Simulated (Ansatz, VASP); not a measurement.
**Sc2GaP3: VASP beside Ansatz**

INCAR

```
SYSTEM = Sc2GaP3
ALGO = Normal
EDIFF = 1E-6
ENCUT = 520
GGA = PE
ISIF = 2
ISMEAR = 0
ISPIN = 2
LASPH = .TRUE.
LCHARG = .TRUE.
LELF = .TRUE.
LMAXMIX = 4
LORBIT = 11
LREAL = .FALSE.
LVHAR = .TRUE.
LWAVE = .FALSE.
MAGMOM = 1 1 0 0 0 0
NBANDS = 38
NELM = 150
PREC = Accurate
SIGMA = 0.1
```

File KPOINTS:

```
k-points
0
G
  4 4 4
  0 0 0
```

POSCAR

```
Sc2GaP3
1.0
    4.5350586495      0.0000000000      0.0000000000
    0.0000000000      4.5350586495      0.0000000000
    0.0000000000      0.0000000000      6.2046895356
Sc Ga P
2 1 3
Direct
    0.5000000000      0.5000000000      0.2617507536
    0.5000000000      0.5000000000      0.7382492464
    0.0000000000      0.0000000000      0.0000000000
    0.5000000000      0.0000000000      0.5000000000
    0.0000000000      0.5000000000      0.5000000000
    0.0000000000      0.0000000000      0.5000000000
```

Input for Ansatz:

```yaml
crystal:
  lattice:
    - [4.5350586495, 0.0, 0.0]
    - [0.0, 4.5350586495, 0.0]
    - [0.0, 0.0, 6.2046895356]
  atoms:
    - { symbol: Sc, position: [0.5, 0.5, 0.2617507536], spin: 1.0 }
    - { symbol: Sc, position: [0.5, 0.5, 0.7382492464], spin: 1.0 }
    - { symbol: Ga, position: [0.0, 0.0, 0.0] }
    - { symbol: P, position: [0.5, 0.0, 0.5] }
    - { symbol: P, position: [0.0, 0.5, 0.5] }
    - { symbol: P, position: [0.0, 0.0, 0.5] }
basis:
  ecutwfc: 420
kpoints:
  mp_grid: { grid: [4, 4, 4] }
hamiltonian:
  xc: pbe
scf:
  occupations: { method: gaussian, width: 0.1 }
  lower_state_search: "off"
output:
  forces: true
  stress: true
  eigenvalues: true
  populations: true
magnetization:
  spin_polarized: true
```

Alike in both runs: task single point; functional PBE; k mesh 4 × 4 × 4; occupations gaussian, width 0.1 eV; collinear spin.

|  | VASP | Ansatz |
| --- | --- | --- |
| version | VASP 6.6.1 | Ansatz 0.2.0 |
| potentials or method | VASP PAW PBE potentials, release 64 (Sc_sv, Ga_d, P), cutoff 520 eV | scalar-relativistic, plane waves, PAW |
| valence electrons in the cell | 50 | 50 |

Ansatz gave:

```
gap on the k mesh at the Fermi level (eV) : none
pressure (GPa)                            : -0.1
rms of the force components (eV/Å)        : 0.002
net moment per atom (μB)                  : 0.00
```

Task: Which values does VASP return?

Result: gap on the k mesh at the Fermi level (eV): none; pressure (GPa): 0.0; rms of the force components (eV/Å): 0.007; net moment per atom (μB): 0.00.

Atom by atom the forces differ by 0.008 eV/Å (rms over components). A gap of «none» marks a metal or a gap that the smearing closes. Ansatz's warnings: seeded moment not kept.
